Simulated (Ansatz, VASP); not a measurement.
# One calculation of Ga2O3, two programs

Contents of POSCAR:

```
Ga2O3
1.0
    6.1278415757     -1.5195305764      0.0025325578
    6.1278415757      1.5195305764      0.0025325578
   -1.3883852660      0.0000000000      5.6399772456
Ga O
4 6
Direct
    0.0905209738      0.0905209738      0.7947888382
    0.9094790262      0.9094790262      0.2052111618
    0.6587278752      0.6587278752      0.3144766576
    0.3412721248      0.3412721248      0.6855233424
    0.1642143310      0.1642143310      0.1091577328
    0.8357856690      0.8357856690      0.8908422672
    0.1733419983      0.1733419983      0.5635248269
    0.8266580017      0.8266580017      0.4364751731
    0.4964965611      0.4964965611      0.2701102678
    0.5037148571      0.5037148571      0.7437626390
```

File INCAR.step1:

```
SYSTEM = Ga2O3
PREC = Accurate
ENCUT = 520
ISMEAR = 0
SIGMA = 0.05
LREAL = .False.
LASPH = .True.
NELM = 100
NBANDS = 55
GGA = PE
ALGO = Normal
EDIFF = 1E-4
LWAVE = .True.
LCHARG = .False.
```

INCAR.step2

```
SYSTEM = Ga2O3
PREC = Accurate
ENCUT = 520
EDIFF = 1E-6
ISMEAR = 0
SIGMA = 0.05
LREAL = .False.
LASPH = .True.
NELM = 100
ALGO = Normal
ISIF = 2
LWAVE = .False.
LCHARG = .False.
METAGGA = R2SCAN
LMIXTAU = .True.
NBANDS = 55
ISTART = 1
```

KPOINTS

```
Automatic mesh
0
Gamma
  8 8 4
  0 0 0
```

Input for Ansatz:

```yaml
crystal:
  lattice:
    - [6.1278415757, -1.5195305764, 0.0025325578]
    - [6.1278415757, 1.5195305764, 0.0025325578]
    - [-1.388385266, 0.0, 5.6399772456]
  atoms:
    - { symbol: Ga, position: [0.0905209738, 0.0905209738, 0.7947888382] }
    - { symbol: Ga, position: [0.9094790262, 0.9094790262, 0.2052111618] }
    - { symbol: Ga, position: [0.6587278752, 0.6587278752, 0.3144766576] }
    - { symbol: Ga, position: [0.3412721248, 0.3412721248, 0.6855233424] }
    - { symbol: O, position: [0.164214331, 0.164214331, 0.1091577328] }
    - { symbol: O, position: [0.835785669, 0.835785669, 0.8908422672] }
    - { symbol: O, position: [0.1733419983, 0.1733419983, 0.5635248269] }
    - { symbol: O, position: [0.8266580017, 0.8266580017, 0.4364751731] }
    - { symbol: O, position: [0.4964965611, 0.4964965611, 0.2701102678] }
    - { symbol: O, position: [0.5037148571, 0.5037148571, 0.743762639] }
basis:
  ecutwfc: 500
kpoints:
  mp_grid: { grid: [8, 8, 4] }
hamiltonian:
  xc: r2scan
scf:
  occupations: { method: gaussian, width: 0.05 }
output:
  forces: true
  stress: true
  eigenvalues: true
```

Alike in both runs: task single point; functional r2SCAN; k mesh 8 × 8 × 4; occupations gaussian, width 0.05 eV; no spin polarisation.

```csv
,VASP,Ansatz
version,VASP 6.6.1,Ansatz 0.2.0
potentials or method,"VASP PAW PBE potentials, release 64 (Ga_d, O), cutoff 520 eV","scalar-relativistic, plane waves, PAW"
valence electrons in the cell,88,88
```

Ansatz gave:

* gap on the k mesh at the Fermi level (eV): 3.00
* least direct gap on the mesh (eV): 3.02
* pressure (GPa): -0.1
* traceless stress, the component that is largest in VASP (GPa): -0.16
* rms of the force components (eV/Å): 0.110

What did VASP give for the same quantities?

gap on the k mesh at the Fermi level (eV): 2.99; least direct gap on the mesh (eV): 3.00; pressure (GPa): 1.7; traceless stress, the component that is largest in VASP (GPa): -0.29; rms of the force components (eV/Å): 0.112.

VASP's potentials were made for PBE, not for r2SCAN. Atom by atom the forces differ by 0.035 eV/Å (rms over components).
